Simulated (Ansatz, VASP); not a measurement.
One calculation of Sc3Cu, two programs

```xyz
4
Lattice="-2.0647 2.0647 4.8671 2.0647 -2.0647 4.8671 2.0647 2.0647 -4.8671" Properties=species:S:1:pos:R:3 pbc="T T T"
Sc    0.0000    0.0000    4.8671
Sc    2.0647    0.0000    2.4335
Sc    0.0000    2.0647    2.4335
Cu    0.0000    0.0000    0.0000
```

Alike in both runs: functional PBE; k mesh 16 × 16 × 16; occupations gaussian, width 0.1 eV; no spin polarisation.

Ansatz relaxed the structure, and its values are those at the end. VASP's run is a single point on that final structure, the one shown.

```csv
,VASP,Ansatz
version,VASP 6.6.1,Ansatz 0.2.0
potentials or method,"VASP PAW PBE potentials, release 64 (Sc_sv, Cu), cutoff 520 eV","scalar-relativistic, plane waves, PAW"
valence electrons in the cell,44,52
```

|  | VASP | Ansatz | Ansatz less VASP |
| --- | --- | --- | --- |
| gap on the k mesh at the Fermi level (eV) | none | none | - |
| pressure (GPa) | 0.3 | 0.0 | -0.29 |

A gap of «none» marks a metal or a gap that the smearing closes. The functional is the same, so the differences come from potentials, cutoffs and numerics. VASP's potentials hold 44 valence electrons a cell and Ansatz's 52, so a difference there can come from the potentials and not from the codes.
